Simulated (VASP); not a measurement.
Set up this calculation in VASP 6.6.1, as the native input.

```yaml
Task: single point
Functional: r2SCAN
Potentials_or_basis: VASP PAW PBE potentials, release 64 (Ba_sv, Ti_sv, O)
Cutoff: 520 eV
k_mesh: 6 × 6 × 6
Occupations: gaussian, width 0.05 eV
Spin: no spin polarisation
Hubbard_terms: Ti d U = 4.0 eV
Dipole_correction: no
Further_INCAR_settings: ALGO = Normal; EDIFF = 1e-06; NBANDS = 28
```

BaTiO3:

```
Ba Ti O
1.0
     3.99514    0.00000    0.00000
     0.00000    2.84248    2.84801
     0.00000   -2.84248    2.84801
Ba Ti O
1 1 3
Direct
  0.00000 0.00441 0.00441
  0.50000 0.51358 0.51358
  0.00000 0.49471 0.49471
  0.50000 0.49543 0.98809
  0.50000 0.98809 0.49543
```

The input as run:

POSCAR

```
BaTiO3
1.0
    3.9951440239      0.0000000000      0.0000000000
    0.0000000000      2.8424767275      2.8480072467
    0.0000000000     -2.8424767275      2.8480072467
Ba Ti O
1 1 3
Direct
    0.0000000000      0.0044061013      0.0044061013
    0.5000000000      0.5135753574      0.5135753574
    0.0000000000      0.4947134011      0.4947134011
    0.5000000000      0.4954342955      0.9880908446
    0.5000000000      0.9880908446      0.4954342955
```

INCAR.step1

```
  ALGO = Normal
  EDIFF = 1E-4
  ENCUT = 520
  GGA = PE
  ISMEAR = 0
  LASPH = T
  LCHARG = F
  LDAU = T
  LDAUJ = 0 0 0
  LDAUL = -1 2 -1
  LDAUTYPE = 2
  LDAUU = 0 4 0
  LMAXMIX = 4
  LREAL = F
  LWAVE = T
  NBANDS = 28
  NELM = 150
  PREC = Accurate
  SIGMA = 0.05
```

INCAR.step2

```
  ALGO = Normal
  EDIFF = 1E-6
  ENCUT = 520
  ISIF = 2
  ISMEAR = 0
  ISTART = 1
  LASPH = T
  LCHARG = T
  LDAU = T
  LDAUJ = 0 0 0
  LDAUL = -1 2 -1
  LDAUPRINT = 1
  LDAUTYPE = 2
  LDAUU = 0 4 0
  LELF = T
  LMAXMIX = 4
  LMIXTAU = T
  LREAL = F
  LVHAR = T
  LWAVE = F
  METAGGA = R2SCAN
  NBANDS = 28
  NELM = 150
  PREC = Accurate
  SIGMA = 0.05
```

KPOINTS

```
k-points
0
Gamma
  6 6 6
```

Potentials or basis: VASP PAW PBE potentials, release 64 (Ba_sv, Ti_sv, O).

The run is started by

```console
$ cat potpaw_PBE.64/Ba_sv/POTCAR potpaw_PBE.64/Ti_sv/POTCAR potpaw_PBE.64/O/POTCAR > POTCAR
$ cp INCAR.step1 INCAR
$ mpirun -np 1 vasp_std > vasp.out
$ cp INCAR.step2 INCAR
$ mpirun -np 1 vasp_std > vasp.out
```

Results of the run:

| Property | Result |
| --- | --- |
| Pressure | 3.8 GPa |
| Largest force | 0.521 eV/Å |
| Band gap on the k mesh | 2.83 eV (least direct gap 3.15 eV) |

Caveat: the cell stands under pressure; the PAW data sets were made with another functional, which shifts forces and pressure a little; spin-orbit coupling is left out, which moves the levels of the heavy elements.

It took 4.1 min on 1 thread of Intel(R) Xeon(R) Platinum 8375C CPU @ 2.90GHz (Ice Lake), with other jobs on the host, peak memory 0.23 GiB.
